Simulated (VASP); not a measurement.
# Rh6N in VASP: single point with PBE

Aim: the single point of Rh6N with PBE.

Everything below comes from runs of VASP 6.6.1. Logs are shortened: lines on timing, memory, paths and dates and some standing lists are left out, and cuts for length are marked.

## (1) The cell of the first run

The cell holds a slab with vacuum, 14 atoms: a = 5.416 Å, b = 5.416 Å, c = 21.674 Å, α = 90.00°, β = 90.00°, γ = 90.00°.

## (2) Single point, PBE

The input, INCAR:

```
SYSTEM = Rh6N
  ALGO = Normal
  DIPOL = 0.5 0.5 0.289
  EDIFF = 1E-7
  ENCUT = 520
  GGA = PE
  IDIPOL = 3
  ISIF = 2
  ISMEAR = 0
  LASPH = .TRUE.
  LCHARG = .TRUE.
  LDIPOL = .TRUE.
  LELF = .TRUE.
  LREAL = .FALSE.
  LVACPOTAV = .TRUE.
  LVHAR = .TRUE.
  LWAVE = .FALSE.
  NBANDS = 108
  NELM = 100
  PREC = Accurate
  SIGMA = 0.1
```

The input, KPOINTS:

```
k-points
0
G
  5 5 1
  0 0 0
```

The input, POSCAR:

```
Rh6N
1.0
    5.4163401137      0.0000000000      0.0000000000
    0.0000000000      5.4163401137      0.0000000000
    0.0000000000      0.0000000000     21.6737366391
Rh N
12 2
Direct
    0.2500000000      0.2500000000      0.1845551631
    0.2500000000      0.7500000000      0.1845551631
    0.7500000000      0.2500000000      0.1845551631
    0.7500000000      0.7500000000      0.1845551631
    0.0000000000      0.0000000000      0.2693761940
    0.0000000000      0.5000000000      0.2693761940
    0.5000000000      0.0000000000      0.2693761940
    0.5000000000      0.5000000000      0.2693761940
    0.2500000000      0.2500000000      0.3540569292
    0.2500000000      0.7500000000      0.3540569292
    0.7500000000      0.2500000000      0.3540569292
    0.7500000000      0.7500000000      0.3540569292
   -0.2386297708      0.0000000000      0.4057323749
    0.2386297708      0.0000000000      0.4057323749
```

Potentials or basis: VASP PAW PBE potentials, release 64 (Rh_pv, N).

Command:

```bash
> cat potpaw_PBE.64/Rh_pv/POTCAR potpaw_PBE.64/N/POTCAR > POTCAR
> mpirun -np 1 vasp_std > vasp.out
```

OUTCAR:

```text
SYSTEM = Rh6N
   EDIFF = 1E-7
   ENCUT = 520
   GGA = PE
   ISIF = 2
   ISMEAR = 0
   LASPH = .TRUE.
   LREAL = .FALSE.
   NELM = 100
   PREC = Accurate

 ion  position               nearest neighbor table
   1  0.250  0.250  0.185-   5 2.65   6 2.65   7 2.65   8 2.65   2 2.71   3 2.71   2 2.71   3 2.71

   2  0.250  0.750  0.185-   5 2.65   6 2.65   7 2.65   8 2.65   1 2.71   4 2.71   1 2.71   4 2.71

   3  0.750  0.250  0.185-   5 2.65   6 2.65   7 2.65   8 2.65   1 2.71   4 2.71   4 2.71   1 2.71

   4  0.750  0.750  0.185-   5 2.65   6 2.65   7 2.65   8 2.65   2 2.71   3 2.71   3 2.71   2 2.71

   5  0.000  0.000  0.269-   9 2.65  10 2.65  11 2.65  12 2.65   1 2.65   2 2.65   3 2.65   4 2.65
                             6 2.71   7 2.71   6 2.71   7 2.71
   6  0.000  0.500  0.269-   9 2.65  10 2.65  11 2.65  12 2.65   1 2.65   2 2.65   3 2.65   4 2.65
                             5 2.71   8 2.71   5 2.71   8 2.71
   7  0.500  0.000  0.269-   9 2.65  10 2.65  11 2.65  12 2.65   1 2.65   2 2.65   3 2.65   4 2.65
                             5 2.71   8 2.71   8 2.71   5 2.71
   8  0.500  0.500  0.269-   9 2.65  10 2.65  11 2.65  12 2.65   1 2.65   2 2.65   3 2.65   4 2.65
                             6 2.71   7 2.71   7 2.71   6 2.71
   9  0.250  0.250  0.354-  14 1.76   6 2.65   7 2.65   8 2.65   5 2.65  11 2.71  10 2.71  10 2.71
                            11 2.71
  10  0.250  0.750  0.354-  14 1.76   6 2.65   7 2.65   8 2.65   5 2.65  12 2.71   9 2.71   9 2.71
                            12 2.71
  11  0.750  0.250  0.354-  13 1.76   6 2.65   7 2.65   8 2.65   5 2.65  12 2.71   9 2.71  12 2.71
                             9 2.71
  12  0.750  0.750  0.354-  13 1.76   6 2.65   7 2.65   8 2.65   5 2.65  11 2.71  10 2.71  11 2.71
                            10 2.71
  13  0.761  0.000  0.406-  11 1.76  12 1.76
  14  0.239  0.000  0.406-   9 1.76  10 1.76

  LATTYP: Found a simple tetragonal cell.
 ALAT       =     5.4163401137
 C/A-ratio  =     4.0015464657

  Lattice vectors:

 A1 = (   5.4163401137,   0.0000000000,   0.0000000000)
 A2 = (   0.0000000000,   5.4163401137,   0.0000000000)
 A3 = (   0.0000000000,   0.0000000000,  21.6737366391)

Analysis of symmetry for initial positions (statically):
=====================================================================
 Subroutine PRICEL returns:
 Original cell was already a primitive cell.

 Routine SETGRP: Setting up the symmetry group for a
 simple tetragonal supercell.

 Subroutine GETGRP returns: Found  4 space group operations
 (whereof  4 operations were pure point group operations)
 out of a pool of 16 trial point group operations.

The static configuration has the point symmetry C_2v.

Analysis of symmetry for dynamics (positions and initial velocities):
=====================================================================
 Subroutine PRICEL returns:
 Original cell was already a primitive cell.

 Routine SETGRP: Setting up the symmetry group for a
 simple tetragonal supercell.

 Subroutine GETGRP returns: Found  4 space group operations
 (whereof  4 operations were pure point group operations)
 out of a pool of 16 trial point group operations.

The dynamic configuration has the point symmetry C_2v.

 Subroutine INISYM returns: Found  4 space group operations
 (whereof  4 operations are pure point group operations),
 and found     1 'primitive' translations

----------------------------------------------------------------------------------------

                                     Primitive cell

  volume of cell :     635.8368

  direct lattice vectors                    reciprocal lattice vectors
     5.416340114  0.000000000  0.000000000     0.184626515  0.000000000  0.000000000
     0.000000000  5.416340114  0.000000000     0.000000000  0.184626515  0.000000000
     0.000000000  0.000000000 21.673736639     0.000000000  0.000000000  0.046138791

  length of vectors
     5.416340114  5.416340114 21.673736639     0.184626515  0.184626515  0.046138791

  position of ions in fractional coordinates (direct lattice)
     0.250000000  0.250000000  0.184555163
     0.250000000  0.750000000  0.184555163
     0.750000000  0.250000000  0.184555163
     0.750000000  0.750000000  0.184555163
     0.000000000  0.000000000  0.269376194
     0.000000000  0.500000000  0.269376194
     0.500000000  0.000000000  0.269376194
     0.500000000  0.500000000  0.269376194
     0.250000000  0.250000000  0.354056929
     0.250000000  0.750000000  0.354056929
     0.750000000  0.250000000  0.354056929
     0.750000000  0.750000000  0.354056929
     0.761370229  0.000000000  0.405732375
     0.238629771  0.000000000  0.405732375

  ion indices of the primitive-cell ions
   primitive index   ion index
                 1           1
                 2           2
                 3           3
                 4           4
                 5           5
                 6           6
                 7           7
                 8           8
                 9           9
                10          10
                11          11
                12          12
                13          13
                14          14

----------------------------------------------------------------------------------------

 KPOINTS: k-points

Automatic generation of k-mesh.
 Grid dimensions read from file:
 generate k-points for:    5    5    1

 Generating k-lattice:

  Cartesian coordinates                     Fractional coordinates (reciprocal lattice)
     0.036925303  0.000000000  0.000000000     0.200000000  0.000000000  0.000000000
     0.000000000  0.036925303  0.000000000     0.000000000  0.200000000  0.000000000
     0.000000000  0.000000000  0.046138791     0.000000000  0.000000000  1.000000000

  Length of vectors
     0.036925303  0.036925303  0.046138791

  Shift w.r.t. Gamma in fractional coordinates (k-lattice)
     0.000000000  0.000000000  0.000000000

 Subroutine IBZKPT returns following result:
 ===========================================

 Found      9 irreducible k-points:

 Following reciprocal coordinates:
            Coordinates               Weight
  0.000000  0.000000  0.000000      1.000000
  0.200000  0.000000  0.000000      2.000000
  0.000000  0.200000  0.000000      2.000000
  0.400000  0.000000  0.000000      2.000000
  0.000000  0.400000  0.000000      2.000000
  0.200000  0.200000  0.000000      4.000000
  0.400000  0.200000  0.000000      4.000000
 -0.200000  0.400000  0.000000      4.000000
  0.400000  0.400000  0.000000      4.000000
   k-points           NKPTS =      9   k-points in BZ     NKDIM =      9   number of bands    NBANDS=    108
   number of dos      NEDOS =    301   number of ions     NIONS =     14
   total plane-waves  NPLWV = 259200
   dimension x,y,z NGX =    40 NGY =   40 NGZ =  162
   dimension x,y,z NGXF=    80 NGYF=   80 NGZF=  324
   ions per type =              12   2
   NGX,Y,Z   is equivalent  to a cutoff of  12.28, 12.28, 12.43 a.u.
   NGXF,Y,Z  is equivalent  to a cutoff of  24.55, 24.55, 24.85 a.u.
 SYSTEM =  Rh6N
   PREC   = accura    normal or accurate (medium, high low for compatibility)
   ISTART =      0    job   : 0-new  1-cont  2-samecut
   ICHARG =      2    charge: 1-file 2-atom 10-const
   ISPIN  =      1    spin polarized calculation?
   LNONCOLLINEAR =      F non collinear calculations
   LSORBIT =      F    spin-orbit coupling
   LASPH  =      T    aspherical Exc in radial PAW
   ENCUT  =  520.0 eV  38.22 Ry    6.18 a.u.  10.07 10.07 40.30*2*pi/ulx,y,z
   NELM   =    100;   NELMIN=  2; NELMDL= -5     # of ELM steps
   EDIFF  = 0.1E-06   stopping-criterion for ELM
   LREAL  =      F    real-space projection
   EDIFFG = 0.1E-05   stopping-criterion for IOM
   NSW    =      0    number of steps for IOM
   IBRION =     -1    ionic relax: 0-MD 1-quasi-New 2-CG
   NFREE  =      0    steps in history (QN), initial steepest desc. (CG)
   ISIF   =      2    stress and relaxation
   ISYM   =      2    0-nonsym 1-usesym 2-fastsym
   POTIM  = 0.5000    time-step for ionic-motion
   TEBEG  =    0.0;   TEEND  =   0.0 temperature during run
   PSTRESS=    0.0 pullay stress
   NELECT =     190.0000    total number of electrons
   NUPDOWN=      -1.0000    fix difference up-down
   EMIN   =  10.00;   EMAX   =-10.00  energy-range for DOS
   EFERMI =   0.00;   METHOD = LEGACY
   ISMEAR =     0;   SIGMA  =   0.10  broadening in eV -4-tet -1-fermi 0-gaus
   EFERMI_NEDOS =   21; number of points for ismear=-14 and -15
   IALGO  =     38    algorithm
   IMIX   =      4    mixing-type and parameters
     AMIX     =   0.40;   BMIX     =  1.00
     AMIX_MAG =   1.60;   BMIX_MAG =  1.00
  volume/ion in A,a.u.               =      45.42       306.49
  Fermi-wavevector in a.u.,A,eV,Ry     =   1.094488  2.068282 16.298459  1.197903
  Thomas-Fermi vector in A             =   2.230793
   LORBIT       =      0    0 simple, 1 ext, 2 COOP (PROOUT), +10 PAW based schemes
   GGA     = PE    functional components
   LHFCALC =     F    Hartree Fock is set to
   AEXX    =    0.0000 exact exchange contribution
   IVDW    =     0    specifies the selected vdW correction
   LEPSILON=     F    determine dielectric tensor
   LRPA    =     F    only Hartree local field effects (RPA)
 non-spin polarized calculation
 Gauss-broadening in eV      SIGMA  =   0.10
  energy-cutoff  :      520.00
  volume of cell :      635.84
 maximum number of plane-waves:     17146
   NGX = 21   NGY = 21   NGZ = 81

 dipolmoment           0.000000      0.000000     -0.597417 electrons x Angstroem

 number of electron     190.0000092 magnetization

 dipolmoment           0.000000      0.000000      0.106552 electrons x Angstroem

 Free energy of the ion-electron system (eV)
  ---------------------------------------------------
  ext. energy  EPLUGINS =         0.00000000
  ---------------------------------------------------
  free energy    TOTEN  =       -94.02518623 eV

  energy without entropy =      -93.92925961  energy(sigma->0) =      -93.97722292

 E-fermi :  -0.6707     XC(G=0):  -4.7423

 val. band max:       -0.6745927470   @ k =   0.0000   0.0000   0.0000
 cond. band min:      -0.6629870043   @ k =   0.0000   0.0000   0.0000
 fundamental gap:      0.0116057427
 Fermi energy:        -0.6706734319

 k-point     1 :       0.0000    0.0000    0.0000
  band No.  band energies     occupation
      1     -48.3421      2.00000
      2     -48.2962      2.00000
      3     -48.0481      2.00000
      4     -47.9817      2.00000
      5     -47.7302      2.00000
      6     -47.7009      2.00000
[... 99 lines left out ...]
    106       1.2845      0.00000
    107       1.6120      0.00000

 k-point     2 :       0.2000    0.0000    0.0000
  band No.  band energies     occupation
      1     -48.3370      2.00000
      2     -48.2996      2.00000
      3     -48.0419      2.00000
      4     -47.9883      2.00000
      5     -47.7014      2.00000
      6     -47.6776      2.00000
[... 762 lines left out ...]
 k-point     9 :       0.4000    0.4000    0.0000
  band No.  band energies     occupation
      1     -48.2182      2.00000
      2     -48.2031      2.00000
      3     -48.1152      2.00000
      4     -48.1002      2.00000
      5     -47.5985      2.00000
      6     -47.5806      2.00000
[... 99 lines left out ...]
    106       0.5806      0.00000
    107       0.8063      0.00000
 [bands above 107 left out]

------------------------ aborting loop because EDIFF is reached ----------------------------------------

  FORCE on cell =-STRESS in cart. coord.  units (eV):
  Direction    XX          YY          ZZ          XY          YZ          ZX
  --------------------------------------------------------------------------------------
  -------------------------------------------------------------------------------------
  Total        3.2312691      6.8946838     13.5637527      0.0000000      0.0000000      0.0000000
  in kB        8.1421306     17.3731787     34.1778545      0.0000000      0.0000000      0.0000000
  external PRESSURE =      19.8977213 kB  Pullay stress =       0.0000000 kB

 VOLUME and BASIS-vectors are now :
 -----------------------------------------------------------------------------
  energy-cutoff  :      520.00
  volume of cell :      635.84
      direct lattice vectors                 reciprocal lattice vectors
     5.416340114  0.000000000  0.000000000     0.184626515  0.000000000  0.000000000
     0.000000000  5.416340114  0.000000000     0.000000000  0.184626515  0.000000000
     0.000000000  0.000000000 21.673736639     0.000000000  0.000000000  0.046138791

 POSITION                                       TOTAL-FORCE (eV/Angst)
 -----------------------------------------------------------------------------------
      1.35409      1.35409      4.00000         0.001965     -0.074517     -0.042751
      1.35409      4.06226      4.00000         0.001965      0.074517     -0.042751
      4.06226      1.35409      4.00000        -0.001965     -0.074517     -0.042751
      4.06226      4.06226      4.00000        -0.001965      0.074517     -0.042751
      0.00000      0.00000      5.83839        -0.000000     -0.000000     -1.461757
      0.00000      2.70817      5.83839        -0.000000     -0.000000     -1.049178
      2.70817      0.00000      5.83839        -0.000000     -0.000000     -1.446595
      2.70817      2.70817      5.83839        -0.000000     -0.000000     -1.032668
      1.35409      1.35409      7.67374         0.039494      1.957466      0.417201
      1.35409      4.06226      7.67374         0.039494     -1.957466      0.417201
      4.06226      1.35409      7.67374        -0.039494      1.957466      0.417201
      4.06226      4.06226      7.67374        -0.039494     -1.957466      0.417201
      4.12384      0.00000      8.79374        -0.231723     -0.000000      1.746199
      1.29250      0.00000      8.79374         0.231723      0.000000      1.746199
 -----------------------------------------------------------------------------------
    total drift:                               -0.000000      0.000000      0.001677

  FREE ENERGIE OF THE ION-ELECTRON SYSTEM (eV)
  ---------------------------------------------------
  free  energy   TOTEN  =       -94.0251862323 eV

  energy  without entropy=      -93.9292596098  energy(sigma->0) =      -93.97722292

 vacuum level on the upper side and lower side of the slab         5.117         4.460
```

Wall time 43 min (1 thread of Intel Xeon Platinum 8259CL at 2.50GHz (Skylake/Cascade Lake), shared host); peak memory 0.79 GiB.

Results:

| Property | Result |
| --- | --- |
| Free energy | -94.0252 eV |
| Largest force | 2.002 eV/Å |
| Band gap on the k mesh | zero (band 95 reaches -0.45 eV, above the bottom of band 96 at -0.88 eV) |

Forces in eV/Å, atoms in the order of the input:
```
Rh   0.002 -0.075 -0.043
Rh   0.002  0.075 -0.043
Rh  -0.002 -0.075 -0.043
Rh  -0.002  0.075 -0.043
Rh   0.000  0.000 -1.462
Rh   0.000  0.000 -1.049
Rh   0.000  0.000 -1.447
Rh   0.000  0.000 -1.033
Rh   0.039  1.957  0.417
Rh   0.039 -1.957  0.417
Rh  -0.039  1.957  0.417
Rh  -0.039 -1.957  0.417
N   -0.232  0.000  1.746
N    0.232  0.000  1.746
```
